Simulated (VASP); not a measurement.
# Ti11In4C4 (a cell with a defect) in VASP: relaxation of the atoms with PBEsol

Aim: the relaxation of the atoms of Ti11In4C4 (a cell with a defect) with PBEsol.

All numbers are computed with VASP 6.6.1; they aren't measurements. Logs are shortened: lines on timing, memory, paths and dates and some standing lists are left out, and cuts for length are marked.

## Step 1: The cell of the first run

The cell holds a defect, 19 atoms: a = 8.471 Å, b = 8.471 Å, c = 4.236 Å, α = 90.00°, β = 90.00°, γ = 90.00°.

## Step 2: Relaxation of the atoms, PBEsol

Contents of INCAR:

```
SYSTEM = Ti11In4C4
PREC     = Accurate       ! precision mode
ENCUT    = 520            ! plane-wave cutoff, eV
EDIFF    = 1E-7           ! SCF threshold, eV
ISMEAR   = -1             ! smearing method
SIGMA    = 0.15           ! smearing width, eV
LREAL    = .FALSE.        ! projectors in reciprocal space
LASPH    = .TRUE.         ! aspherical terms in the spheres
NELM     = 120            ! most SCF steps
ALGO     = Normal         ! electronic algorithm
ISIF     = 2              ! what is computed and relaxed
LWAVE    = .FALSE.        ! write WAVECAR
LCHARG   = .FALSE.        ! write CHGCAR
GGA      = PS             ! functional
IBRION   = 2              ! ionic algorithm
NSW      = 60             ! ionic steps
EDIFFG   = -0.05          ! ionic threshold
GGA_COMPAT= .FALSE.      
NELMIN   = 4            
KPAR     = 4
```

Contents of KPOINTS:

```
regular mesh
0
G
  2 2 3
  0 0 0
```

Contents of POSCAR:

```
Ti11In4C4
1.0
    8.4711220000      0.0000000000      0.0000000000
    0.0000000000      8.4711220000      0.0000000000
    0.0000000000      0.0000000000      4.2355610000
Ti In C
11 4 4
Direct
    0.2500000000      0.2500000000      0.0000000000
    0.2500000000      0.0000000000      0.5000000000
    0.2500000000      0.7500000000      0.0000000000
    0.2500000000      0.5000000000      0.5000000000
    0.0000000000      0.7500000000      0.5000000000
    0.7500000000      0.2500000000      0.0000000000
    0.7500000000      0.0000000000      0.5000000000
    0.5000000000      0.2500000000      0.5000000000
    0.7500000000      0.7500000000      0.0000000000
    0.7500000000      0.5000000000      0.5000000000
    0.5000000000      0.7500000000      0.5000000000
    0.0000000000      0.0000000000      0.0000000000
    0.0000000000      0.5000000000      0.0000000000
    0.5000000000      0.0000000000      0.0000000000
    0.5000000000      0.5000000000      0.0000000000
    0.2500000000      0.2500000000      0.5000000000
    0.2500000000      0.7500000000      0.5000000000
    0.7500000000      0.2500000000      0.5000000000
    0.7500000000      0.7500000000      0.5000000000
```

Potentials or basis: VASP PAW PBE potentials, release 64 (Ti_sv, In_d, C).

On the command line:

```bash
$ cat potpaw_PBE.64/Ti_sv/POTCAR potpaw_PBE.64/In_d/POTCAR potpaw_PBE.64/C/POTCAR > POTCAR
$ mpirun -np 4 vasp_std > vasp.out
```

OUTCAR:

```text
SYSTEM = Ti11In4C4
   PREC = Accurate
   ENCUT = 520
   EDIFF = 1E-7
   ISMEAR = -1
   LREAL = .FALSE.
   LASPH = .TRUE.
   NELM = 120
   ISIF = 2
   GGA = PS
   IBRION = 2
   NSW = 60
   EDIFFG = -0.05
   NELMIN = 4

 ion  position               nearest neighbor table
   1  0.250  0.250  0.000-  16 2.12  16 2.12  14 2.99  15 2.99  12 2.99  13 2.99
   2  0.250  0.000  0.500-  16 2.12  17 2.12  12 2.99  14 2.99  12 2.99  14 2.99
   3  0.250  0.750  0.000-  17 2.12  17 2.12  14 2.99  15 2.99  12 2.99  13 2.99
   4  0.250  0.500  0.500-  16 2.12  17 2.12  13 2.99  15 2.99  13 2.99  15 2.99
   5  0.000  0.750  0.500-  17 2.12  19 2.12  12 2.99  13 2.99  12 2.99  13 2.99
   6  0.750  0.250  0.000-  18 2.12  18 2.12  14 2.99  15 2.99  12 2.99  13 2.99
   7  0.750  0.000  0.500-  18 2.12  19 2.12  12 2.99  14 2.99  12 2.99  14 2.99
   8  0.500  0.250  0.500-  16 2.12  18 2.12  14 2.99  15 2.99  14 2.99  15 2.99
   9  0.750  0.750  0.000-  19 2.12  19 2.12  14 2.99  15 2.99  12 2.99  13 2.99
  10  0.750  0.500  0.500-  18 2.12  19 2.12  13 2.99  15 2.99  13 2.99  15 2.99
  11  0.500  0.750  0.500-  17 2.12  19 2.12  14 2.99  15 2.99  14 2.99  15 2.99
  12  0.000  0.000  0.000-   1 2.99   2 2.99   3 2.99   5 2.99   6 2.99   7 2.99   9 2.99   2 2.99
                             5 2.99   7 2.99
  13  0.000  0.500  0.000-   1 2.99   3 2.99   4 2.99   5 2.99   6 2.99   9 2.99  10 2.99   4 2.99
                             5 2.99  10 2.99
  14  0.500  0.000  0.000-   1 2.99   2 2.99   3 2.99   6 2.99   7 2.99   8 2.99   9 2.99  11 2.99
                             2 2.99   7 2.99   8 2.99  11 2.99
  15  0.500  0.500  0.000-   1 2.99   3 2.99   4 2.99   6 2.99   8 2.99   9 2.99  10 2.99  11 2.99
                             4 2.99   8 2.99  10 2.99  11 2.99
  16  0.250  0.250  0.500-   1 2.12   2 2.12   4 2.12   8 2.12   1 2.12
  17  0.250  0.750  0.500-   2 2.12   3 2.12   4 2.12   5 2.12  11 2.12   3 2.12
  18  0.750  0.250  0.500-   6 2.12   7 2.12   8 2.12  10 2.12   6 2.12
  19  0.750  0.750  0.500-   5 2.12   7 2.12   9 2.12  10 2.12  11 2.12   9 2.12

  LATTYP: Found a simple tetragonal cell.
 ALAT       =     8.4711220000
 C/A-ratio  =     0.5000000000

  Lattice vectors:

 A1 = (   8.4711220000,   0.0000000000,   0.0000000000)
 A2 = (   0.0000000000,   8.4711220000,   0.0000000000)
 A3 = (   0.0000000000,   0.0000000000,   4.2355610000)

Analysis of symmetry for initial positions (statically):
=====================================================================
 Subroutine PRICEL returns:
 Original cell was already a primitive cell.

 Routine SETGRP: Setting up the symmetry group for a
 simple tetragonal supercell.

 Subroutine GETGRP returns: Found  8 space group operations
 (whereof  4 operations were pure point group operations)
 out of a pool of 16 trial point group operations.

The static configuration has the point symmetry C_2v.
 The point group associated with its full space group is D_2h.

Analysis of symmetry for dynamics (positions and initial velocities):
=====================================================================
 Subroutine PRICEL returns:
 Original cell was already a primitive cell.

 Routine SETGRP: Setting up the symmetry group for a
 simple tetragonal supercell.

 Subroutine GETGRP returns: Found  8 space group operations
 (whereof  4 operations were pure point group operations)
 out of a pool of 16 trial point group operations.

The dynamic configuration has the point symmetry C_2v.
 The point group associated with its full space group is D_2h.

 Subroutine INISYM returns: Found  8 space group operations
 (whereof  4 operations are pure point group operations),
 and found     1 'primitive' translations

----------------------------------------------------------------------------------------

                                     Primitive cell

  volume of cell :     303.9435

  direct lattice vectors                    reciprocal lattice vectors
     8.471122000  0.000000000  0.000000000     0.118048117  0.000000000  0.000000000
     0.000000000  8.471122000  0.000000000     0.000000000  0.118048117  0.000000000
     0.000000000  0.000000000  4.235561000     0.000000000  0.000000000  0.236096234

  length of vectors
     8.471122000  8.471122000  4.235561000     0.118048117  0.118048117  0.236096234

  position of ions in fractional coordinates (direct lattice)
     0.250000000  0.250000000  0.000000000
     0.250000000  0.000000000  0.500000000
     0.250000000  0.750000000  0.000000000
     0.250000000  0.500000000  0.500000000
[... 64 lines left out ...]
 Following reciprocal coordinates:
            Coordinates               Weight
  0.000000  0.000000  0.000000      1.000000
  0.500000  0.000000  0.000000      1.000000
  0.000000  0.500000  0.000000      1.000000
  0.500000  0.500000  0.000000      1.000000
  0.000000  0.000000  0.333333      2.000000
  0.500000  0.000000  0.333333      2.000000
  0.000000  0.500000  0.333333      2.000000
  0.500000  0.500000  0.333333      2.000000
   k-points           NKPTS =      8   k-points in BZ     NKDIM =      8   number of bands    NBANDS=    120
   number of dos      NEDOS =    301   number of ions     NIONS =     19
   total plane-waves  NPLWV = 131072
   dimension x,y,z NGX =    64 NGY =   64 NGZ =   32
   dimension x,y,z NGXF=   128 NGYF=  128 NGZF=   64
   ions per type =              11   4   4
   NGX,Y,Z   is equivalent  to a cutoff of  12.56, 12.56, 12.56 a.u.
   NGXF,Y,Z  is equivalent  to a cutoff of  25.12, 25.12, 25.12 a.u.
 SYSTEM =  Ti11In4C4
   PREC   = accura    normal or accurate (medium, high low for compatibility)
   ISTART =      0    job   : 0-new  1-cont  2-samecut
   ICHARG =      2    charge: 1-file 2-atom 10-const
   ISPIN  =      1    spin polarized calculation?
   LNONCOLLINEAR =      F non collinear calculations
   LSORBIT =      F    spin-orbit coupling
   LASPH  =      T    aspherical Exc in radial PAW
   ENCUT  =  520.0 eV  38.22 Ry    6.18 a.u.  15.75 15.75  7.88*2*pi/ulx,y,z
   NELM   =    120;   NELMIN=  4; NELMDL= -5     # of ELM steps
   EDIFF  = 0.1E-06   stopping-criterion for ELM
   LREAL  =      F    real-space projection
   EDIFFG = -.5E-01   stopping-criterion for IOM
   NSW    =     60    number of steps for IOM
   IBRION =      2    ionic relax: 0-MD 1-quasi-New 2-CG
   NFREE  =      1    steps in history (QN), initial steepest desc. (CG)
   ISIF   =      2    stress and relaxation
   ISYM   =      2    0-nonsym 1-usesym 2-fastsym
   POTIM  = 0.5000    time-step for ionic-motion
   TEBEG  =    0.0;   TEEND  =   0.0 temperature during run
   PSTRESS=    0.0 pullay stress
   NELECT =     200.0000    total number of electrons
   NUPDOWN=      -1.0000    fix difference up-down
   EMIN   =  10.00;   EMAX   =-10.00  energy-range for DOS
   EFERMI =   0.00;   METHOD = LEGACY
   ISMEAR =    -1;   SIGMA  =   0.15  broadening in eV -4-tet -1-fermi 0-gaus
   EFERMI_NEDOS =   21; number of points for ismear=-14 and -15
   IALGO  =     38    algorithm
   IMIX   =      4    mixing-type and parameters
     AMIX     =   0.40;   BMIX     =  1.00
     AMIX_MAG =   1.60;   BMIX_MAG =  1.00
  volume/ion in A,a.u.               =      16.00       107.95
  Fermi-wavevector in a.u.,A,eV,Ry     =   1.423925  2.690829 27.586675  2.027563
  Thomas-Fermi vector in A             =   2.544471
   LORBIT       =      0    0 simple, 1 ext, 2 COOP (PROOUT), +10 PAW based schemes
   GGA     = PS    functional components
   LHFCALC =     F    Hartree Fock is set to
   AEXX    =    0.0000 exact exchange contribution
   IVDW    =     0    specifies the selected vdW correction
   LEPSILON=     F    determine dielectric tensor
   LRPA    =     F    only Hartree local field effects (RPA)
 conjugate gradient relaxation of ions
 non-spin polarized calculation
  energy-cutoff  :      520.00
  volume of cell :      303.94
 maximum number of plane-waves:      8231
 NGX is ok and might be reduce to    64
   NGX = 31   NGY = 31   NGZ = 15

--------------------------------------- Ionic step        1  -------------------------------------------

 number of electron     200.0000015 magnetization

 Free energy of the ion-electron system (eV)
  ---------------------------------------------------
  ext. energy  EPLUGINS =         0.00000000
  ---------------------------------------------------
  free energy    TOTEN  =      -151.54323568 eV

  energy without entropy =     -150.44739198  energy(sigma->0) =     -150.99531383

------------------------ aborting loop because EDIFF is reached ----------------------------------------

  FORCE on cell =-STRESS in cart. coord.  units (eV):
  Direction    XX          YY          ZZ          XY          YZ          ZX
  --------------------------------------------------------------------------------------
  -------------------------------------------------------------------------------------
  Total       -7.3652436     -8.5435916    -10.2935024      0.0000000      0.0000000      0.0000000
  in kB      -38.8244115    -45.0358379    -54.2601434      0.0000000      0.0000000      0.0000000
  external PRESSURE =     -46.0401309 kB  Pullay stress =       0.0000000 kB
[... 140 lines left out ...]
  FREE ENERGIE OF THE ION-ELECTRON SYSTEM (eV)
  ---------------------------------------------------
  free  energy   TOTEN  =      -151.6975411304 eV

  energy  without entropy=     -150.6367813864  energy(sigma->0) =     -151.16716126

[... ionic steps 4 to 7 ...]

--------------------------------------- Ionic step        8  -------------------------------------------

 number of electron     199.9999978 magnetization

------------------------ aborting loop because EDIFF is reached ----------------------------------------
[... 101 lines left out ...]
--------------------------------------- Ionic step       10  -------------------------------------------

 number of electron     199.9999985 magnetization

 Free energy of the ion-electron system (eV)
  ---------------------------------------------------
  ext. energy  EPLUGINS =         0.00000000
  ---------------------------------------------------
  free energy    TOTEN  =      -151.78332069 eV

  energy without entropy =     -150.74959758  energy(sigma->0) =     -151.26645913

 E-fermi :   8.3355     XC(G=0): -11.5861

 val. band max:        8.3264364543   @ k =   0.5000   0.0000   0.0000
 cond. band min:       8.3412462349   @ k =   0.5000   0.0000   0.0000
 fundamental gap:      0.0148097806
 Fermi energy:         8.3354614301

 k-point     1 :       0.0000    0.0000    0.0000
  band No.  band energies     occupation
      1     -48.5118      2.00000
      2     -48.4680      2.00000
      3     -48.4252      2.00000
      4     -48.4199      2.00000
      5     -48.3963      2.00000
      6     -48.3899      2.00000
[... 909 lines left out ...]
    111       9.3856      0.00182
    112       9.4412      0.00126
 [bands above 112 left out]

------------------------ aborting loop because EDIFF is reached ----------------------------------------

  FORCE on cell =-STRESS in cart. coord.  units (eV):
  Direction    XX          YY          ZZ          XY          YZ          ZX
  --------------------------------------------------------------------------------------
  -------------------------------------------------------------------------------------
  Total       -8.3888209     -8.3455022    -12.0271784      0.0000000      0.0000000      0.0000000
  in kB      -44.2199953    -43.9916491    -63.3988704      0.0000000      0.0000000      0.0000000
  external PRESSURE =     -50.5368383 kB  Pullay stress =       0.0000000 kB
[... 34 lines left out ...]
  FREE ENERGIE OF THE ION-ELECTRON SYSTEM (eV)
  ---------------------------------------------------
  free  energy   TOTEN  =      -151.7833206888 eV

  energy  without entropy=     -150.7495975770  energy(sigma->0) =     -151.26645913

 reached required accuracy - stopping structural energy minimisation
```

Wall time 20 min (4 MPI ranks of Intel Xeon Platinum 8259CL at 2.50GHz (Skylake/Cascade Lake), shared host); peak memory 0.54 GiB.

Results:

| Item | Value |
| --- | --- |
| Free energy | -151.7833 eV |
| Energy gained by relaxing | 12.6 meV/atom |
| Ionic steps | 10 |
| Pressure after relaxing | -5.1 GPa |
| Largest force after relaxing | 0.023 eV/Å |
| Band gap on the k mesh | zero (bands 100 and 101 overlap by 0.54 eV) |

Forces on the atoms (eV/Å):
```
Ti   0.004  0.000  0.000
Ti  -0.004 -0.014  0.000
Ti   0.023  0.000  0.000
Ti  -0.004  0.014  0.000
Ti   0.000  0.000  0.000
Ti  -0.004  0.000  0.000
Ti   0.004 -0.014  0.000
Ti   0.000  0.000  0.000
Ti  -0.023  0.000  0.000
Ti   0.004  0.014  0.000
Ti   0.000  0.000  0.000
In   0.000 -0.005  0.000
In   0.000  0.005  0.000
In   0.000  0.012  0.000
In   0.000 -0.012  0.000
C    0.000  0.000  0.000
C    0.013  0.000  0.000
C    0.000  0.000  0.000
C   -0.013  0.000  0.000
```

Stress tensor (GPa, compression positive):
```
-4.42  0.00  0.00
 0.00 -4.40  0.00
 0.00  0.00 -6.34
```

The path:
| step | energy change (eV) | largest force (eV/Å) | pressure (GPa) |
| --- | --- | --- | --- |
| 1 | 0.0000 | 0.6354 | -4.60 |
| 2 | -0.1063 | 0.5583 | -4.67 |
| 3 | -0.1543 | 0.4119 | -4.66 |
| 4 | -0.2028 | 0.2383 | -4.80 |
| 5 | -0.2175 | 0.2292 | -4.90 |
| 6 | -0.2302 | 0.1419 | -4.97 |
| 7 | -0.2349 | 0.0931 | -5.04 |
| 8 | -0.2385 | 0.0769 | -5.04 |
| 9 | -0.2387 | 0.0712 | -5.04 |
| 10 | -0.2401 | 0.0230 | -5.05 |

Final structure:
```xyz
19
Lattice="8.4711 0.0000 0.0000 0.0000 8.4711 0.0000 0.0000 0.0000 4.2356" Properties=species:S:1:pos:R:3 pbc="T T T"
Ti    1.9424    2.1178    0.0000
Ti    2.0415    0.0281    2.1178
Ti    2.1504    6.3533    0.0000
Ti    2.0415    4.2075    2.1178
Ti    8.4711    6.3533    2.1178
Ti    6.5287    2.1178    0.0000
Ti    6.4296    0.0281    2.1178
Ti    4.2356    2.1178    2.1178
Ti    6.3207    6.3533    0.0000
Ti    6.4296    4.2075    2.1178
Ti    4.2356    6.3533    2.1178
In    8.4711    8.4237    0.0000
In    8.4711    4.2830    0.0000
In    4.2356    0.0397    0.0000
In    4.2356    4.1958    0.0000
C     2.1478    2.1178    2.1178
C     2.1079    6.3533    2.1178
C     6.3234    2.1178    2.1178
C     6.3632    6.3533    2.1178
```

Caveat: the k points lie up to 0.49 Å⁻¹ apart, too coarse for converged energies and pressures of a metal; the PAW data sets were made with another functional, which shifts forces and pressure a little; spin-orbit coupling is left out, which moves the levels of the heavy elements; the relaxation stopped at a loose force limit of 0.05 eV/Å, so its end isn't a converged minimum.
